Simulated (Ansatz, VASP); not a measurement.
SiMo3 in VASP and in Ansatz

```xyz
8
Lattice="4.8269 0.0000 0.0000 0.0000 4.8269 0.0000 0.0000 0.0000 4.8269" Properties=species:S:1:pos:R:3 pbc="T T T"
Si    0.0000    0.0000    0.0000
Si    2.4134    2.4134    2.4134
Mo    1.2067    0.0000    2.4134
Mo    2.4134    3.6202    0.0000
Mo    3.6202    0.0000    2.4134
Mo    2.4134    1.2067    0.0000
Mo    0.0000    2.4134    3.6202
Mo    0.0000    2.4134    1.2067
```

Change from the starting cell: volume scaled by 0.96, ions relaxed.

Alike in both runs: functional PBE; k mesh 10 × 10 × 10; occupations fermi-dirac, width 0.05 eV; no spin polarisation.

Ansatz relaxed the structure, and its values are those at the end. VASP's run is a single point on that final structure, the one shown.

|  | VASP | Ansatz |
| --- | --- | --- |
| version | VASP 6.6.1 | Ansatz 0.2.0 |
| potentials or method | VASP PAW PBE potentials, release 64 (Si, Mo_sv) | plane-wave PAW, scalar-relativistic |
| plane-wave cutoff (eV) | 520 | 420 |
| valence electrons in the cell | 92 | 92 |

VASP gave:

| Quantity | Value |
| --- | --- |
| pressure (GPa) | 14.1 |

Question: Which values does Ansatz return?

Answer: Pressure (GPa): 13.5.

Ansatz's warnings: stress scf threshold loose.
